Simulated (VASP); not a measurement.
# TePb (Fm-3m) in VASP: further runs, part 2 of 2

VASP 6.6.1.

## Step 4: Vibrations by perturbation theory, LDA

This run uses another cell than the first one, of 29.09 Å³/atom, 1.089 times its volume.

INCAR

```
SYSTEM = TePb
PREC = Accurate ; ENCUT = 500
EDIFF = 1E-8 ; ISMEAR = 0
SIGMA = 0.01 ; LREAL = .False.
LASPH = .True. ; NELM = 120
ALGO = Normal ; ISIF = 2
LWAVE = .False. ; LCHARG = .False.
IBRION = 8 ; NSW = 1
GGA_COMPAT = .False.
```

KPOINTS

```
regular mesh
0
Gamma
  6 6 6
  0 0 0
```

POSCAR

```
TePb
1.0
    3.0755991709      3.0755991709      0.0000000000
   -3.0755991709      3.0755991709      0.0000000000
    0.0000000000      3.0755991709      3.0755991709
Te Pb
1 1
Direct
    0.5000000000      0.5000000000      0.0000000000
    0.0000000000      0.0000000000      0.0000000000
```

Potentials or basis: VASP PAW LDA potentials, release 64 (Te, Pb_d).

Run with:

```
cat potpaw_LDA.64/Te/POTCAR potpaw_LDA.64/Pb_d/POTCAR > POTCAR
mpirun -np 1 vasp_std > vasp.out
```

OUTCAR:

```text
SYSTEM = TePb
   PREC = Accurate
   ENCUT = 500
   EDIFF = 1E-8
   ISMEAR = 0
   LREAL = .False.
   LASPH = .True.
   NELM = 120
   ISIF = 2
   IBRION = 8
   NSW = 1

 ion  position               nearest neighbor table
   1  0.500  0.500  0.000-   2 3.08   2 3.08   2 3.08   2 3.08   2 3.08   2 3.08
   2  0.000  0.000  0.000-   1 3.08   1 3.08   1 3.08   1 3.08   1 3.08   1 3.08

  LATTYP: Found a face centered cubic cell.
 ALAT       =     6.1511983418

  Lattice vectors:

 A1 = (   0.0000000000,   3.0755991709,   3.0755991709)
 A2 = (   3.0755991709,   0.0000000000,   3.0755991709)
 A3 = (   3.0755991709,   3.0755991709,   0.0000000000)

Analysis of symmetry for initial positions (statically):
=====================================================================
 Subroutine PRICEL returns:
 Original cell was already a primitive cell.

 Routine SETGRP: Setting up the symmetry group for a
 face centered cubic supercell.

 Subroutine GETGRP returns: Found 48 space group operations
[... 487 lines left out ...]

 INTERNAL STRAIN TENSOR  FOR ION    2  DIRECTION 1   (eV/Angst):
 -----------------------------------------------------------------------------
    -0.02289 -0.00000 -0.00000
     0.00000  0.00564  0.00000
     0.00000  0.00000  0.00564

 INTERNAL STRAIN TENSOR FOR ION    2 for displacements in x,y,z  (eV/Angst):
          X           Y           Z          XY          YZ          ZX
  --------------------------------------------------------------------------------
  x     0.00000     0.00000     0.00000     0.00000     0.00000     0.00000
  y     0.00000     0.00000     0.00000     0.00000     0.00000     0.00000
  z     0.00000     0.00000     0.00000     0.00000     0.00000     0.00000

 SECOND DERIVATIVES (NOT SYMMETRIZED)
 ------------------------------------
               1X          1Y          1Z          2X          2Y          2Z
  1X    -1.348351   -0.000000    0.000000    1.348351    0.000000   -0.000000
  1Y     0.000000   -1.348351   -0.000000   -0.000000    1.348351    0.000000
  1Z    -0.000000   -0.000000   -1.348351    0.000000    0.000000    1.348351
  2X     1.336044    0.000000    0.000000   -1.336044    0.000000    0.000000
  2Y     0.000000    1.336044    0.000000    0.000000   -1.336044    0.000000
  2Z     0.000000    0.000000    1.336044    0.000000    0.000000   -1.336044

 Eigenvectors and eigenvalues of the dynamical matrix
 ----------------------------------------------------

   1 f  =    2.039244 THz    12.812946 2PiTHz   68.021846 cm-1     8.433630 meV
             X         Y         Z           dx          dy          dz
      0.000000  3.075599  0.000000     0.788058    0.000000    0.000000
      0.000000  0.000000  0.000000    -0.615600   -0.000000    0.000000
[... 21 lines left out ...]
   6 f/i=    0.004536 THz     0.028498 2PiTHz    0.151290 cm-1     0.018758 meV
             X         Y         Z           dx          dy          dz
      0.000000  3.075599  0.000000     0.405766   -0.222873   -0.405766
      0.000000  0.000000  0.000000     0.519439   -0.285310   -0.519439

--------------------------------------------------------------------------------------------------------

 ELASTIC MODULI CONTR FROM IONIC RELAXATION (kBar)
 Direction    XX          YY          ZZ          XY          YZ          ZX
 --------------------------------------------------------------------------------
 XX           0.0000      0.0000      0.0000      0.0000      0.0000      0.0000
 YY           0.0000      0.0000      0.0000      0.0000      0.0000      0.0000
 ZZ           0.0000      0.0000      0.0000      0.0000      0.0000      0.0000
 XY           0.0000      0.0000      0.0000      0.0000      0.0000      0.0000
 YZ           0.0000      0.0000      0.0000      0.0000      0.0000      0.0000
 ZX           0.0000      0.0000      0.0000      0.0000      0.0000      0.0000
 --------------------------------------------------------------------------------
```

OSZICAR:

```text
N       E                     dE             d eps       ncg     rms          rms(c)
DAV:   1     0.150085444096E+03    0.15009E+03   -0.92900E+03   448   0.138E+03
DAV:   2     0.147496538053E+01   -0.14861E+03   -0.14599E+03   478   0.335E+02
DAV:   3    -0.848284663824E+01   -0.99578E+01   -0.99016E+01   586   0.925E+01
DAV:   4    -0.871810788159E+01   -0.23526E+00   -0.23521E+00   570   0.170E+01
[... 40 lines left out ...]
RMM:   8    -0.336064387222E+00    0.24003E-05   -0.69056E-08  1403   0.168E-03    0.149E-04
RMM:   9    -0.336063947353E+00    0.43987E-06   -0.16527E-08  1456   0.725E-04    0.689E-05
RMM:  10    -0.336064280612E+00   -0.33326E-06   -0.56315E-09  1429   0.321E-04    0.410E-05
RMM:  11    -0.336064258100E+00    0.22512E-07   -0.28368E-09  1500   0.163E-04    0.118E-05
RMM:  12    -0.336064252545E+00    0.55552E-08   -0.14910E-09  1486   0.726E-05    0.555E-06
 Linear response finished
```

Wall time 35 s (1 thread of Intel Xeon 6975P-C (Granite Rapids), shared host); peak memory 0.22 GiB.

What came out:

| Quantity | Value |
| --- | --- |
| Highest phonon frequency at Γ, LO-TO splitting left out | 68 cm⁻¹ |

Phonon frequencies in cm⁻¹ (negative: imaginary):
```
              q point     frequencies
(0.000, 0.000, 0.000)  0 0 0 68 68 68
```

Caveat: the cell wasn't relaxed at this level first, which shifts response properties; spin-orbit coupling is left out, which moves the levels of the heavy elements.

## Step 5: Vibrations by perturbation theory, LDA

This run uses another cell than the first one, of 30.31 Å³/atom, 1.134 times its volume.

INCAR

```
ALGO     = Normal         # electronic algorithm
EDIFF    = 1E-8           # SCF threshold, eV
ENCUT    = 500            # plane-wave cutoff, eV
GGA_COMPAT= F            
IBRION   = 8              # ionic algorithm
ISIF     = 2              # what is computed and relaxed
ISMEAR   = 0              # smearing method
LASPH    = T              # aspherical terms in the spheres
LCHARG   = T              # write CHGCAR
LREAL    = F              # projectors in reciprocal space
LWAVE    = F              # write WAVECAR
NBANDS   = 17             # bands
NELM     = 120            # most SCF steps
NSW      = 1              # ionic steps
PREC     = Accurate       # precision mode
SIGMA    = 0.01           # smearing width, eV
```

KPOINTS

```
k-points
0
Gamma
  6 6 6
```

POSCAR

```
TePb
1.0
    3.1180623661      3.1180623661      0.0000000000
   -3.1180623661      3.1180623661      0.0000000000
    0.0000000000      3.1180623661      3.1180623661
Te Pb
1 1
Direct
    0.5000000000      0.5000000000      0.0000000000
    0.0000000000      0.0000000000      0.0000000000
```

Potentials or basis: VASP PAW LDA potentials, release 64 (Te, Pb_d).

Run with:

```
cat potpaw_LDA.64/Te/POTCAR potpaw_LDA.64/Pb_d/POTCAR > POTCAR
mpirun -np 1 vasp_std > vasp.out
```

OUTCAR:

```text
EDIFF = 1E-8
   ENCUT = 500
   IBRION = 8
   ISIF = 2
   ISMEAR = 0
   LASPH = T
   LREAL = F
   NELM = 120
   NSW = 1
   PREC = Accurate

 ion  position               nearest neighbor table
   1  0.500  0.500  0.000-   2 3.12   2 3.12   2 3.12   2 3.12   2 3.12   2 3.12
   2  0.000  0.000  0.000-   1 3.12   1 3.12   1 3.12   1 3.12   1 3.12   1 3.12

  LATTYP: Found a face centered cubic cell.
 ALAT       =     6.2361247322

  Lattice vectors:

[... 564 lines left out ...]
               1X          1Y          1Z          2X          2Y          2Z
  1X    -1.017963   -0.000000    0.000000    1.017963    0.000000   -0.000000
  1Y     0.000000   -1.017963   -0.000000   -0.000000    1.017963    0.000000
  1Z    -0.000000   -0.000000   -1.017963    0.000000    0.000000    1.017963
  2X     1.011466   -0.000000    0.000000   -1.011466    0.000000   -0.000000
  2Y     0.000000    1.011466   -0.000000   -0.000000   -1.011466    0.000000
  2Z     0.000000    0.000000    1.011466   -0.000000   -0.000000   -1.011466

 Eigenvectors and eigenvalues of the dynamical matrix
 ----------------------------------------------------

   1 f  =    1.772805 THz    11.138862 2PiTHz   59.134408 cm-1     7.331729 meV
             X         Y         Z           dx          dy          dz
      0.000000  3.118062  0.000000    -0.787645   -0.000045    0.000000
      0.000000  0.000000  0.000000     0.616129    0.000035    0.000000
[... 21 lines left out ...]
   6 f/i=    0.002754 THz     0.017305 2PiTHz    0.091870 cm-1     0.011390 meV
             X         Y         Z           dx          dy          dz
      0.000000  3.118062  0.000000     0.614817    0.040182    0.000000
      0.000000  0.000000  0.000000     0.785969    0.051368    0.000000

--------------------------------------------------------------------------------------------------------

 ELASTIC MODULI CONTR FROM IONIC RELAXATION (kBar)
 Direction    XX          YY          ZZ          XY          YZ          ZX
 --------------------------------------------------------------------------------
 XX           0.0000      0.0000      0.0000      0.0000      0.0000      0.0000
 YY           0.0000      0.0000      0.0000      0.0000      0.0000      0.0000
 ZZ           0.0000      0.0000      0.0000      0.0000      0.0000      0.0000
 XY           0.0000      0.0000      0.0000      0.0000      0.0000      0.0000
 YZ           0.0000      0.0000      0.0000      0.0000      0.0000      0.0000
 ZX           0.0000      0.0000      0.0000      0.0000      0.0000      0.0000
 --------------------------------------------------------------------------------
```

OSZICAR:

```text
N       E                     dE             d eps       ncg     rms          rms(c)
DAV:   1     0.148835015977E+03    0.14884E+03   -0.91494E+03   544   0.116E+03
DAV:   2     0.112817285882E+01   -0.14771E+03   -0.14282E+03   569   0.292E+02
[... 42 lines left out ...]
RMM:   6    -0.336406363119E+00   -0.10396E-05   -0.12678E-06  1823   0.793E-03    0.929E-04
RMM:   7    -0.336402721515E+00    0.36416E-05   -0.15267E-07  1851   0.277E-03    0.416E-04
RMM:   8    -0.336401627277E+00    0.10942E-05   -0.50704E-08  1792   0.125E-03    0.136E-04
RMM:   9    -0.336401341954E+00    0.28532E-06   -0.23220E-08  1888   0.665E-04    0.288E-05
RMM:  10    -0.336401537791E+00   -0.19584E-06   -0.13267E-08  1857   0.404E-04    0.246E-05
RMM:  11    -0.336401537504E+00    0.28676E-09   -0.11356E-08  1934   0.319E-04    0.200E-05
 Linear response finished
```

Run time: 40 s. Hardware: 1 thread of Intel Xeon 6975P-C (Granite Rapids), shared host; peak memory 0.23 GiB.

What came out:

- Highest phonon frequency at Γ, LO-TO splitting left out: 59 cm⁻¹

Phonon frequencies in cm⁻¹ (negative: imaginary):
| q point | frequencies |
| --- | --- |
| (0.000, 0.000, 0.000) | 0 0 0 59 59 59 |

Caveat: the cell wasn't relaxed at this level first, which shifts response properties; spin-orbit coupling is left out, which moves the levels of the heavy elements.
